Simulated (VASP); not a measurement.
# C (P6_3/mmc) in VASP: single point with r2SCAN

Aim: the single point of C with r2SCAN.

All numbers are computed with VASP 6.6.1; they aren't measurements. Logs are shortened: lines on timing, memory, paths and dates and some standing lists are left out, and cuts for length are marked.

### 1 The cell of the first run

The structure is hexagonal, space group P6_3/mmc (No. 194). Conventional cell: a = 2.456 Å, b = 2.456 Å, c = 7.044 Å, α = 90.00°, β = 90.00°, γ = 120.00°. Within 1.9 Å of C (site symmetry -6m2) lie 3 C at 1.42 Å. Within 1.9 Å of C (site symmetry -6m2) lie 3 C at 1.42 Å.

### 2 Single point, r2SCAN

Contents of POSCAR:

```
C
1.0
    2.4558588418      0.0000000000      0.0000000000
   -1.2279294209      2.1268361451      0.0000000000
    0.0000000000      0.0000000000      7.0438737702
C
4
Direct
    0.0000000000      0.0000000000      0.2500000000
    0.0000000000      0.0000000000      0.7500000000
    0.3333333333      0.6666666667      0.2500000000
    0.6666666667      0.3333333333      0.7500000000
```

Contents of INCAR.step1:

```
SYSTEM = C
PREC = Accurate ; ENCUT = 520
ISMEAR = 0 ; SIGMA = 0.1
LREAL = .FALSE. ; LASPH = .TRUE.
NELM = 80 ; NBANDS = 16
GGA = PE ; ALGO = Normal
EDIFF = 1E-4 ; LWAVE = .TRUE.
LCHARG = .FALSE.
```

Contents of INCAR.step2:

```
SYSTEM = C
PREC = Accurate ; ENCUT = 520
EDIFF = 1E-7 ; ISMEAR = 0
SIGMA = 0.1 ; LREAL = .FALSE.
LASPH = .TRUE. ; NELM = 80
ALGO = Normal ; ISIF = 2
LWAVE = .FALSE. ; LCHARG = .FALSE.
METAGGA = R2SCAN ; LMIXTAU = .TRUE.
NBANDS = 16 ; ISTART = 1
```

Contents of KPOINTS:

```
Automatic mesh
0
G
  21 21 6
  0 0 0
```

Potentials or basis: VASP PAW PBE potentials, release 64 (C).

Started as:

```
cat potpaw_PBE.64/C/POTCAR > POTCAR
cp INCAR.step1 INCAR
mpirun -np 1 vasp_std > vasp.out
cp INCAR.step2 INCAR
mpirun -np 1 vasp_std > vasp.out
```

OUTCAR:

```text
SYSTEM = C
   PREC = Accurate
   ENCUT = 520
   EDIFF = 1E-7
   ISMEAR = 0
   LREAL = .FALSE.
   LASPH = .TRUE.
   NELM = 80
   ISIF = 2
   METAGGA = R2SCAN
   ISTART = 1

 ion  position               nearest neighbor table
   1  0.000  0.000  0.250-   3 1.42   3 1.42   3 1.42
   2  0.000  0.000  0.750-   4 1.42   4 1.42   4 1.42
   3  0.333  0.667  0.250-   1 1.42   1 1.42   1 1.42
   4  0.667  0.333  0.750-   2 1.42   2 1.42   2 1.42

  LATTYP: Found a hexagonal cell.
 ALAT       =     2.4558588418
 C/A-ratio  =     2.8681916282

  Lattice vectors:

 A1 = (   2.4558588418,   0.0000000000,   0.0000000000)
 A2 = (  -1.2279294209,   2.1268361451,   0.0000000000)
 A3 = (   0.0000000000,   0.0000000000,   7.0438737702)

Analysis of symmetry for initial positions (statically):
=====================================================================
 Subroutine PRICEL returns:
 Original cell was already a primitive cell.

 Routine SETGRP: Setting up the symmetry group for a
 hexagonal supercell.

 Subroutine GETGRP returns: Found 24 space group operations
 (whereof 12 operations were pure point group operations)
 out of a pool of 24 trial point group operations.

The static configuration has the point symmetry D_3d.
 The point group associated with its full space group is D_6h.

Analysis of symmetry for dynamics (positions and initial velocities):
=====================================================================
 Subroutine PRICEL returns:
 Original cell was already a primitive cell.

 Routine SETGRP: Setting up the symmetry group for a
 hexagonal supercell.

 Subroutine GETGRP returns: Found 24 space group operations
 (whereof 12 operations were pure point group operations)
 out of a pool of 24 trial point group operations.

The dynamic configuration has the point symmetry D_3d.
 The point group associated with its full space group is D_6h.

 Subroutine INISYM returns: Found 24 space group operations
 (whereof 12 operations are pure point group operations),
 and found     1 'primitive' translations

----------------------------------------------------------------------------------------

                                     Primitive cell

  volume of cell :      36.7916

  direct lattice vectors                    reciprocal lattice vectors
     2.455858842  0.000000000  0.000000000     0.407189527  0.235090983  0.000000000
    -1.227929421  2.126836145  0.000000000     0.000000000  0.470181966  0.000000000
     0.000000000  0.000000000  7.043873770     0.000000000  0.000000000  0.141967337

  length of vectors
     2.455858842  2.455858842  7.043873770     0.470181966  0.470181966  0.141967337

  position of ions in fractional coordinates (direct lattice)
     0.000000000  0.000000000  0.250000000
     0.000000000  0.000000000  0.750000000
     0.333333333  0.666666667  0.250000000
     0.666666667  0.333333333  0.750000000

  ion indices of the primitive-cell ions
   primitive index   ion index
                 1           1
                 2           2
                 3           3
                 4           4

----------------------------------------------------------------------------------------

 KPOINTS: Automatic mesh

Automatic generation of k-mesh.
 Grid dimensions read from file:
 generate k-points for:   21   21    6

 Generating k-lattice:

  Cartesian coordinates                     Fractional coordinates (reciprocal lattice)
     0.019389977  0.011194809  0.000000000     0.047619048  0.000000000  0.000000000
     0.000000000  0.022389617  0.000000000     0.000000000  0.047619048  0.000000000
     0.000000000  0.000000000  0.023661223     0.000000000  0.000000000  0.166666667

  Length of vectors
     0.022389617  0.022389617  0.023661223

  Shift w.r.t. Gamma in fractional coordinates (k-lattice)
     0.000000000  0.000000000  0.000000000

 Subroutine IBZKPT returns following result:
 ===========================================

 Found    192 irreducible k-points:

 Following reciprocal coordinates:
            Coordinates               Weight
  0.000000  0.000000  0.000000      1.000000
  0.047619  0.000000  0.000000      6.000000
  0.095238 -0.000000  0.000000      6.000000
  0.142857 -0.000000  0.000000      6.000000
  0.190476 -0.000000  0.000000      6.000000
  0.238095 -0.000000  0.000000      6.000000
[... 16 lines left out ...]
  0.142857  0.095238  0.000000     12.000000
  0.190476  0.095238  0.000000     12.000000
 [... further k-points ...]
   k-points           NKPTS =    192   k-points in BZ     NKDIM =    192   number of bands    NBANDS=     16
   number of dos      NEDOS =    301   number of ions     NIONS =      4
   total plane-waves  NPLWV =  17496
   dimension x,y,z NGX =    18 NGY =   18 NGZ =   54
   dimension x,y,z NGXF=    36 NGYF=   36 NGZF=  108
   ions per type =               4
   NGX,Y,Z   is equivalent  to a cutoff of  12.18, 12.18, 12.74 a.u.
   NGXF,Y,Z  is equivalent  to a cutoff of  24.37, 24.37, 25.49 a.u.
 SYSTEM =  C
   PREC   = accura    normal or accurate (medium, high low for compatibility)
   ISTART =      1    job   : 0-new  1-cont  2-samecut
   ICHARG =      0    charge: 1-file 2-atom 10-const
   ISPIN  =      1    spin polarized calculation?
   LNONCOLLINEAR =      F non collinear calculations
   LSORBIT =      F    spin-orbit coupling
   LASPH  =      T    aspherical Exc in radial PAW
   ENCUT  =  520.0 eV  38.22 Ry    6.18 a.u.   4.57  4.57 13.10*2*pi/ulx,y,z
   NELM   =     80;   NELMIN=  2; NELMDL=  0     # of ELM steps
   EDIFF  = 0.1E-06   stopping-criterion for ELM
   LREAL  =      F    real-space projection
   EDIFFG = 0.1E-05   stopping-criterion for IOM
   NSW    =      0    number of steps for IOM
   IBRION =     -1    ionic relax: 0-MD 1-quasi-New 2-CG
   NFREE  =      0    steps in history (QN), initial steepest desc. (CG)
   ISIF   =      2    stress and relaxation
   ISYM   =      2    0-nonsym 1-usesym 2-fastsym
   POTIM  = 0.5000    time-step for ionic-motion
   TEBEG  =    0.0;   TEEND  =   0.0 temperature during run
   PSTRESS=    0.0 pullay stress
   NELECT =      16.0000    total number of electrons
   NUPDOWN=      -1.0000    fix difference up-down
   EMIN   =  10.00;   EMAX   =-10.00  energy-range for DOS
   EFERMI =   0.00;   METHOD = LEGACY
   ISMEAR =     0;   SIGMA  =   0.10  broadening in eV -4-tet -1-fermi 0-gaus
   EFERMI_NEDOS =   21; number of points for ismear=-14 and -15
   IALGO  =     38    algorithm
   IMIX   =      4    mixing-type and parameters
     AMIX     =   0.40;   BMIX     =  1.00
     AMIX_MAG =   1.60;   BMIX_MAG =  1.00
  volume/ion in A,a.u.               =       9.20        62.07
  Fermi-wavevector in a.u.,A,eV,Ry     =   1.240315  2.343855 20.930932  1.538380
  Thomas-Fermi vector in A             =   2.374760
   LORBIT       =      0    0 simple, 1 ext, 2 COOP (PROOUT), +10 PAW based schemes
   METAGGA = R2SCAN    functional components
   LHFCALC =     F    Hartree Fock is set to
   AEXX    =    0.0000 exact exchange contribution
   IVDW    =     0    specifies the selected vdW correction
   LEPSILON=     F    determine dielectric tensor
   LRPA    =     F    only Hartree local field effects (RPA)
 non-spin polarized calculation
 Gauss-broadening in eV      SIGMA  =   0.10
  energy-cutoff  :      520.00
  volume of cell :       36.79
 maximum number of plane-waves:      1012
   NGX =  9   NGY =  9   NGZ = 27

 number of electron      15.9999995 magnetization

 Free energy of the ion-electron system (eV)
  ---------------------------------------------------
  ext. energy  EPLUGINS =         0.00000000
  ---------------------------------------------------
  free energy    TOTEN  =       -39.75216963 eV

  energy without entropy =      -39.75157507  energy(sigma->0) =      -39.75187235

 E-fermi :   4.2676     XC(G=0): -10.7967

 val. band max:        4.2619626860   @ k =   0.3333   0.3333   0.1667
 cond. band min:       4.2717312827   @ k =   0.3333   0.3333   0.3333
 fundamental gap:      0.0097685967
 Fermi energy:         4.2676474051

 k-point     1 :       0.0000    0.0000    0.0000
  band No.  band energies     occupation
      1     -16.6689      2.00000
      2     -16.4677      2.00000
      3      -4.5866      2.00000
      4      -3.0213      2.00000
      5       1.0581      2.00000
      6       1.0581      2.00000
[... 8 lines left out ...]
     15      16.7200      0.00000
     16      16.8779      0.00000

 k-point     2 :       0.0476    0.0000    0.0000
  band No.  band energies     occupation
      1     -16.6115      2.00000
      2     -16.4110      2.00000
      3      -4.5172      2.00000
      4      -2.9550      2.00000
      5       0.8176      2.00000
      6       0.8328      2.00000
[... 8 lines left out ...]
     15      16.5019      0.00000
     16      16.6708      0.00000

 k-point     3 :       0.0952   -0.0000    0.0000
  band No.  band energies     occupation
      1     -16.4397      2.00000
      2     -16.2412      2.00000
      3      -4.3095      2.00000
      4      -2.7570      2.00000
      5       0.1451      2.00000
      6       0.1691      2.00000
[... 8 lines left out ...]
     15      15.8752      0.00000
     16      16.0785      0.00000

 k-point     4 :       0.1429   -0.0000    0.0000
  band No.  band energies     occupation
      1     -16.1539      2.00000
      2     -15.9589      2.00000
      3      -3.9651      2.00000
      4      -2.4293      2.00000
      5      -0.8482      2.00000
      6      -0.8127      2.00000
[... 8 lines left out ...]
     15      15.0860      0.00000
     16      15.1985      0.00000

 k-point     5 :       0.1905   -0.0000    0.0000
  band No.  band energies     occupation
      1     -15.7555      2.00000
      2     -15.5650      2.00000
      3      -3.4864      2.00000
      4      -2.0458      2.00000
      5      -1.9975      2.00000
      6      -1.9758      2.00000
[... 8 lines left out ...]
     15      16.4388      0.00000
     16      16.4713      0.00000

 k-point     6 :       0.2381   -0.0000    0.0000
  band No.  band energies     occupation
      1     -15.2458      2.00000
      2     -15.0613      2.00000
      3      -3.3546      2.00000
      4      -3.2930      2.00000
      5      -2.8782      2.00000
      6      -1.4033      2.00000
[... 8 lines left out ...]
     15      18.0311      0.00000
     16      18.0621      0.00000
[... 267 lines left out ...]
 k-point    21 :       0.4762    0.0476    0.0000
  band No.  band energies     occupation
      1     -11.0425      2.00000
      2     -10.9680      2.00000
      3      -9.7992      2.00000
      4      -9.7428      2.00000
      5      -2.7607      2.00000
      6      -2.7224      2.00000
[... 8 lines left out ...]
     15      18.6896      0.00000
     16      19.5848      0.00000

 k-point    22 :       0.0952    0.0952    0.0000
  band No.  band energies     occupation
      1     -15.9829      2.00000
      2     -15.7899      2.00000
      3      -3.7593      2.00000
      4      -2.2339      2.00000
      5      -1.2150      2.00000
      6      -1.1921      2.00000
[... 8 lines left out ...]
     15      14.9965      0.00000
     16      15.0471      0.00000

 k-point    23 :       0.1429    0.0952    0.0000
  band No.  band energies     occupation
      1     -15.5853      2.00000
      2     -15.3968      2.00000
      3      -3.2822      2.00000
      4      -2.2316      2.00000
      5      -2.1969      2.00000
      6      -1.7826      2.00000
[... 8 lines left out ...]
     15      15.7742      0.00000
     16      15.8622      0.00000

 k-point    24 :       0.1905    0.0952    0.0000
  band No.  band energies     occupation
      1     -15.0769      2.00000
      2     -14.8944      2.00000
      3      -3.4145      2.00000
      4      -3.3623      2.00000
      5      -2.6761      2.00000
      6      -1.6053      2.00000
[... 8 lines left out ...]
     15      16.8507      0.00000
     16      17.0267      0.00000

 [... further k-points ...]

------------------------ aborting loop because EDIFF is reached ----------------------------------------

  FORCE on cell =-STRESS in cart. coord.  units (eV):
  Direction    XX          YY          ZZ          XY          YZ          ZX
  --------------------------------------------------------------------------------------
  -------------------------------------------------------------------------------------
  Total        0.2352043      0.2352043     -0.0164819      0.0000000      0.0000000      0.0000000
  in kB       10.2425187     10.2425187     -0.7177429      0.0000000      0.0000000      0.0000000
  external PRESSURE =       6.5890982 kB  Pullay stress =       0.0000000 kB

 VOLUME and BASIS-vectors are now :
 -----------------------------------------------------------------------------
  energy-cutoff  :      520.00
  volume of cell :       36.79
      direct lattice vectors                 reciprocal lattice vectors
     2.455858842  0.000000000  0.000000000     0.407189527  0.235090983  0.000000000
    -1.227929421  2.126836145  0.000000000     0.000000000  0.470181966  0.000000000
     0.000000000  0.000000000  7.043873770     0.000000000  0.000000000  0.141967337

 POSITION                                       TOTAL-FORCE (eV/Angst)
 -----------------------------------------------------------------------------------
      0.00000      0.00000      1.76097        -0.000000     -0.000000      0.000000
      0.00000      0.00000      5.28291         0.000000      0.000000      0.000000
     -0.00000      1.41789      1.76097        -0.000000      0.000000     -0.000000
      1.22793      0.70895      5.28291         0.000000      0.000000     -0.000000
 -----------------------------------------------------------------------------------
    total drift:                                0.000000     -0.000000      0.000000

  FREE ENERGIE OF THE ION-ELECTRON SYSTEM (eV)
  ---------------------------------------------------
  free  energy   TOTEN  =       -39.7521696296 eV

  energy  without entropy=      -39.7515750678  energy(sigma->0) =      -39.75187235
```

Wall time 4.2 min (1 thread of AMD EPYC 9R14 (Zen 4), shared host); peak memory 0.17 GiB.

What came out:

| Item | Value |
| --- | --- |
| Free energy | -39.7522 eV |
| Pressure | 0.7 GPa |
| Band gap on the k mesh | zero (band 8 reaches 4.27 eV, above the bottom of band 9 at 4.26 eV) |

Levels at points of the mesh, in eV from the Fermi level:
| k point | band 5 | band 6 | band 7 | band 8 | band 9 | band 10 | band 11 | band 12 |
| --- | --- | --- | --- | --- | --- | --- | --- | --- |
| (0.00, 0.00, 0.00) | -3.21 | -3.21 | -3.20 | -3.20 | 4.02 | 8.72 | 8.72 | 8.76 |
| (0.00, 0.00, 0.50) | -3.20 | -3.20 | -3.20 | -3.20 | 6.42 | 6.42 | 8.74 | 8.74 |

Caveat: the PAW data sets were made with another functional, which shifts forces and pressure a little.
